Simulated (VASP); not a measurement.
# MnMo7S16 (P-6m2) in VASP: single point with PBEsol+U

Aim: the single point of MnMo7S16 with PBEsol+U.

Program: VASP 6.6.1. These are calculated values, not measurements. Logs are shortened: lines on timing, memory, paths and dates and some standing lists are left out, and cuts for length are marked.

**1. The cell of the first run**

The structure is hexagonal, space group P-6m2 (No. 187). The conventional cell has a = 6.338 Å, b = 6.338 Å, c = 12.324 Å, α = 90.00°, β = 90.00°, γ = 120.00°. Within 3.2 Å of Mn (site symmetry -6m2) lie 6 S at 2.42 Å and 6 Mo at 3.17 Å. Mo (site symmetry mm2) has 6 S at 2.39 to 2.40 Å and 4 Mo at 3.14 to 3.20 Å and 2 Mn at 3.17 Å within 3.2 Å. Within 3.2 Å of Mo (site symmetry mm2) lie 6 S at 2.40 Å and 6 Mo at 3.17 Å. Within 3.2 Å of Mo (site symmetry -6m2) lie 6 S at 2.40 Å and 6 Mo at 3.17 Å. Within 3.2 Å of S (site symmetry 3m) lie 3 Mo at 2.40 Å and 7 S at 3.10 to 3.17 Å. S (site symmetry m) has 3 Mo at 2.40 Å and 7 S at 3.10 to 3.17 Å within 3.2 Å. Within 3.3 Å of S (site symmetry m) lie 2 Mo at 2.39 Å and 1 Mn at 2.42 Å and 7 S at 3.11 to 3.21 Å. Within 3.2 Å of S (site symmetry 3m) lie 3 Mo at 2.40 Å and 7 S at 3.07 to 3.17 Å.

**2. Single point, PBEsol+U, collinear spin, zero start**

Contents of INCAR:

```
SYSTEM = MnMo7S16
PREC = Accurate
ENCUT = 520
EDIFF = 1E-6
ISMEAR = 0
SIGMA = 0.05
LREAL = Auto
LASPH = .True.
NELM = 150
ALGO = Normal
ISIF = 2
LWAVE = .False.
LCHARG = .False.
ISPIN = 2
MAGMOM = 0 0 0 0 0 0 0 0 0 0 0 0 0 0 0 0 0 0 0 0 0 0 0 0
LORBIT = 11
NUPDOWN = 0.0
LMAXMIX = 4
LDAU = .True.
LDAUTYPE = 2
LDAUL = 2 -1 -1
LDAUU = 3.5 0 0
LDAUJ = 0 0 0
LDAUPRINT = 1
GGA = PS
NBANDS = 126
LUSENCCL = .False.
```

Contents of KPOINTS:

```
Automatic mesh
0
Gamma
  3 3 2
  0 0 0
```

Contents of POSCAR:

```
MnMo7S16
1.0
    6.3379961000      0.0000000000      0.0000000000
   -3.1689980000      5.4888656000      0.0000000000
    0.0000000000      0.0000000000     12.3240000000
Mn Mo S
1 7 16
Direct
    0.1666666667      0.3333333333      0.2500000000
    0.1697462015      0.8348731008      0.2500000000
    0.6651268992      0.3302537985      0.2500000000
    0.6651268992      0.8348731008      0.2500000000
    0.3333870012      0.1666129988      0.7500000000
    0.3333870012      0.6667740025      0.7500000000
    0.8332259975      0.1666129988      0.7500000000
    0.8333333333      0.6666666667      0.7500000000
    0.1666666667      0.3333333333      0.6244031799
    0.1666596227      0.8333298114      0.6243234383
    0.6666701886      0.3333403773      0.6243234383
    0.6666701886      0.8333298114      0.6243234383
    0.3353504292      0.1646495708      0.1238619008
    0.3353504292      0.6707008585      0.1238619008
    0.8292991415      0.1646495708      0.1238619008
    0.8333333333      0.6666666667      0.1253273794
    0.1666666667      0.3333333333      0.8755968201
    0.1666596227      0.8333298114      0.8756765617
    0.6666701886      0.3333403773      0.8756765617
    0.6666701886      0.8333298114      0.8756765617
    0.3353504292      0.1646495708      0.3761380992
    0.3353504292      0.6707008585      0.3761380992
    0.8292991415      0.1646495708      0.3761380992
    0.8333333333      0.6666666667      0.3746726206
```

Potentials or basis: VASP PAW PBE potentials, release 64 (Mn_pv, Mo_sv, S).

Command:

```
cat potpaw_PBE.64/Mn_pv/POTCAR potpaw_PBE.64/Mo_sv/POTCAR potpaw_PBE.64/S/POTCAR > POTCAR
mpirun -np 1 vasp_std > vasp.out
```

OUTCAR:

```text
SYSTEM = MnMo7S16
   PREC = Accurate
   ENCUT = 520
   EDIFF = 1E-6
   ISMEAR = 0
   LREAL = Auto
   LASPH = .True.
   NELM = 150
   ISIF = 2
   ISPIN = 2
   LORBIT = 11
   NUPDOWN = 0.0
   GGA = PS

 ion  position               nearest neighbor table
   1  0.167  0.333  0.250-  13 2.42  21 2.42  14 2.42  22 2.42  15 2.42  23 2.42   2 3.17   2 3.17
                             4 3.17   4 3.17   3 3.17   3 3.17
   2  0.170  0.835  0.250-  13 2.39  21 2.39  14 2.39  22 2.39  16 2.40  24 2.40   3 3.14   4 3.14
                             1 3.17   1 3.17   3 3.20   4 3.20
   3  0.665  0.330  0.250-  15 2.39  23 2.39  21 2.39  13 2.39  16 2.40  24 2.40   4 3.14   2 3.14
                             1 3.17   1 3.17   4 3.20   2 3.20
   4  0.665  0.835  0.250-  15 2.39  23 2.39  22 2.39  14 2.39  16 2.40  24 2.40   3 3.14   2 3.14
                             1 3.17   1 3.17   3 3.20   2 3.20
   5  0.333  0.167  0.750-  10 2.40  18 2.40  11 2.40  19 2.40   9 2.40  17 2.40   6 3.17   7 3.17
                             8 3.17   8 3.17   6 3.17   7 3.17
   6  0.333  0.667  0.750-  10 2.40  18 2.40  12 2.40  20 2.40   9 2.40  17 2.40   5 3.17   7 3.17
                             8 3.17   8 3.17   5 3.17   7 3.17
   7  0.833  0.167  0.750-  12 2.40  20 2.40  19 2.40  11 2.40   9 2.40  17 2.40   6 3.17   5 3.17
                             8 3.17   8 3.17   6 3.17   5 3.17
   8  0.833  0.667  0.750-  11 2.40  19 2.40  12 2.40  20 2.40  10 2.40  18 2.40   7 3.17   7 3.17
                             5 3.17   5 3.17   6 3.17   6 3.17
   9  0.167  0.333  0.624-   5 2.40   6 2.40   7 2.40
  10  0.167  0.833  0.624-   5 2.40   6 2.40   8 2.40
  11  0.667  0.333  0.624-   7 2.40   5 2.40   8 2.40
  12  0.667  0.833  0.624-   7 2.40   6 2.40   8 2.40
  13  0.335  0.165  0.124-   2 2.39   3 2.39   1 2.42
  14  0.335  0.671  0.124-   2 2.39   4 2.39   1 2.42
[... 8 lines left out ...]
  23  0.829  0.165  0.376-   4 2.39   3 2.39   1 2.42
  24  0.833  0.667  0.375-   3 2.40   4 2.40   2 2.40

  LATTYP: Found a hexagonal cell.
 ALAT       =     6.3379961000
 C/A-ratio  =     1.9444631719

  Lattice vectors:

 A1 = (   6.3379961000,   0.0000000000,   0.0000000000)
 A2 = (  -3.1689980000,   5.4888656000,   0.0000000000)
 A3 = (   0.0000000000,   0.0000000000,  12.3240000000)

Analysis of symmetry for initial positions (statically):
=====================================================================
 Subroutine PRICEL returns:
 Original cell was already a primitive cell.

 Routine SETGRP: Setting up the symmetry group for a
 hexagonal supercell.

 Subroutine GETGRP returns: Found 12 space group operations
 (whereof  2 operations were pure point group operations)
 out of a pool of 24 trial point group operations.

The static configuration has the point symmetry C_1h.
 The point group associated with its full space group is D_3h.
[... 238 lines left out ...]
  free energy    TOTEN  =      -178.86737253 eV

  energy without entropy =     -178.84575499  energy(sigma->0) =     -178.85656376

 E-fermi :   7.6062     XC(G=0): -10.9234

 val. band max:        7.6076290098   @ k =   0.3333   0.3333   0.0000
 cond. band min:       7.6067060630   @ k =   0.3333   0.3333   0.0000
 fundamental gap:     -0.0009229468
 Fermi energy:         7.6086817675

 spin component 1

 k-point     1 :       0.0000    0.0000    0.0000
  band No.  band energies     occupation
      1     -54.2913      1.00000
      2     -54.2608      1.00000
      3     -54.2608      1.00000
      4     -54.2302      1.00000
      5     -54.1914      1.00000
      6     -54.1887      1.00000
[... 697 lines left out ...]
    114       8.7801      0.00000
    115       8.8604      0.00000
 Fermi energy:         7.6061520856

 spin component 2

 k-point     1 :       0.0000    0.0000    0.0000
  band No.  band energies     occupation
      1     -54.2910      1.00000
      2     -54.2605      1.00000
      3     -54.2605      1.00000
      4     -54.2302      1.00000
      5     -54.1913      1.00000
      6     -54.1887      1.00000
[... 697 lines left out ...]
    114       8.7801      0.00000
    115       8.8606      0.00000
 [bands above 115 left out]

------------------------ aborting loop because EDIFF is reached ----------------------------------------

  FORCE on cell =-STRESS in cart. coord.  units (eV):
  Direction    XX          YY          ZZ          XY          YZ          ZX
  --------------------------------------------------------------------------------------
  -------------------------------------------------------------------------------------
  Total       -9.0218725     -9.0218724     -5.8012379     -0.0000001      0.0000000      0.0000000
  in kB      -33.7148330    -33.7148326    -21.6792876     -0.0000003      0.0000000      0.0000000
  external PRESSURE =     -29.7029844 kB  Pullay stress =       0.0000000 kB

 VOLUME and BASIS-vectors are now :
 -----------------------------------------------------------------------------
  energy-cutoff  :      520.00
  volume of cell :      428.73
      direct lattice vectors                 reciprocal lattice vectors
     6.337996100  0.000000000  0.000000000     0.157778576  0.091093502 -0.000000000
    -3.168998000  5.488865600  0.000000000     0.000000000  0.182187008  0.000000000
     0.000000000  0.000000000 12.324000000     0.000000000 -0.000000000  0.081142486

 POSITION                                       TOTAL-FORCE (eV/Angst)
 -----------------------------------------------------------------------------------
      0.00000      1.82962      3.08100        -0.000000     -0.000000     -0.000000
     -1.56986      4.58251      3.08100        -0.256179     -0.147905     -0.000000
      3.16900      1.81272      3.08100         0.000000      0.295811     -0.000000
      1.56986      4.58251      3.08100         0.256179     -0.147905     -0.000000
      1.58501      0.91452      9.24300        -0.020117      0.011614     -0.000000
      0.00000      3.65983      9.24300        -0.000000     -0.023229     -0.000000
[... 16 lines left out ...]
      4.73432      0.90374      4.63553         0.777181      0.448705     -0.724815
      3.16900      3.65924      4.61747        -0.000000     -0.000000     -0.011745
 -----------------------------------------------------------------------------------
    total drift:                                0.000010     -0.000006      0.000000

  FREE ENERGIE OF THE ION-ELECTRON SYSTEM (eV)
  ---------------------------------------------------
  free  energy   TOTEN  =      -178.8673725350 eV

  energy  without entropy=     -178.8457549926  energy(sigma->0) =     -178.85656376

 total charge

# of ion       s       p       d       tot
------------------------------------------
    1        0.262   6.274   5.116  11.653
    2        2.304   6.224   3.959  12.488
    3        2.304   6.224   3.959  12.488
    4        2.304   6.224   3.959  12.488
    5        2.297   6.225   3.977  12.499
    6        2.297   6.225   3.977  12.499
[... 16 lines left out ...]
   23        1.361   2.293   0.000   3.654
   24        1.358   2.319   0.000   3.677
--------------------------------------------------
tot         38.105  86.822  32.902 157.829

 magnetization (x)

# of ion       s       p       d       tot
------------------------------------------
    1       -0.000  -0.000  -0.005  -0.005
    2        0.000   0.000   0.000   0.001
    3        0.000   0.000   0.000   0.001
    4        0.000   0.000   0.000   0.001
    5        0.000  -0.000   0.000   0.000
    6        0.000  -0.000   0.000   0.000
[... 16 lines left out ...]
   23        0.000   0.000   0.000   0.000
   24        0.000   0.000   0.000   0.000
--------------------------------------------------
tot          0.000   0.001  -0.003  -0.001
```

OSZICAR:

```text
N       E                     dE             d eps       ncg     rms          rms(c)
DAV:   1     0.204815542161E+04    0.20482E+04   -0.11301E+05  3280   0.158E+03
DAV:   2    -0.288901062381E+02   -0.20770E+04   -0.19965E+04  3440   0.420E+02
[... 38 lines left out ...]
DAV:  41    -0.178867395354E+03   -0.19938E-04   -0.58880E-05  3608   0.183E-02    0.120E-01
DAV:  42    -0.178867388125E+03    0.72282E-05   -0.84930E-06  3432   0.970E-03    0.101E-01
DAV:  43    -0.178867380654E+03    0.74717E-05   -0.48061E-05  3876   0.249E-02    0.755E-02
DAV:  44    -0.178867373297E+03    0.73570E-05   -0.38647E-05  3816   0.204E-02    0.447E-02
DAV:  45    -0.178867372073E+03    0.12238E-05   -0.26727E-05  3832   0.166E-02    0.252E-02
DAV:  46    -0.178867372535E+03   -0.46213E-06   -0.44051E-06  2826   0.511E-03
   1 F= -.17886737E+03 E0= -.17885656E+03  d E =-.216175E-01  mag=     0.0000
```

Run time: 5.4 min. Hardware: 1 × NVIDIA H100 80GB with 1 thread of AMD EPYC 7R13 (Zen 3), shared host; peak memory 1.8 GiB.

What came out:

| Item | Value |
| --- | --- |
| Free energy | -178.8674 eV |
| Pressure | -3.0 GPa |
| Largest force | 1.154 eV/Å |
| Net moment | 0.00 μB per cell |
| Valence electrons inside the program's atomic spheres | Mn 11.65; Mo 12.49, 12.50 (each value once); S 3.68, 3.65 (each value once) |

Forces in eV/Å, atoms in the order of the input:
```
Mn   0.000  0.000  0.000
Mo  -0.256 -0.148  0.000
Mo   0.000  0.296  0.000
Mo   0.256 -0.148  0.000
Mo  -0.020  0.012  0.000
Mo   0.000 -0.023  0.000
Mo   0.020  0.012  0.000
Mo   0.000  0.000  0.000
S    0.000  0.000 -0.013
S    0.007  0.004 -0.021
S    0.000 -0.009 -0.021
S   -0.007  0.004 -0.021
S   -0.777  0.449  0.725
S    0.000 -0.897  0.725
S    0.777  0.449  0.725
S    0.000  0.000  0.012
S    0.000  0.000  0.013
S    0.007  0.004  0.021
S    0.000 -0.009  0.021
S   -0.007  0.004  0.021
S   -0.777  0.449 -0.725
S    0.000 -0.897 -0.725
S    0.777  0.449 -0.725
S    0.000  0.000 -0.012
```

Stress tensor (GPa, compression positive):
```
-3.37  0.00  0.00
 0.00 -3.37  0.00
 0.00  0.00 -2.17
```

Eigenvalues of the final occupation matrices:
```csv
site,spin,trace,eigenvalues
site 1 d,1,2.57,0.35 0.35 0.56 0.56 0.76
site 1 d,2,2.58,0.35 0.35 0.56 0.56 0.76
```

Caveat: the k points lie up to 0.38 Å⁻¹ apart; the PAW data sets were made with another functional, which shifts forces and pressure a little; this functional lacks dispersion, which binds layers or chains, so the pressure and a relaxed spacing across them are unreliable; the total moment is fixed, so each spin has its own Fermi level.
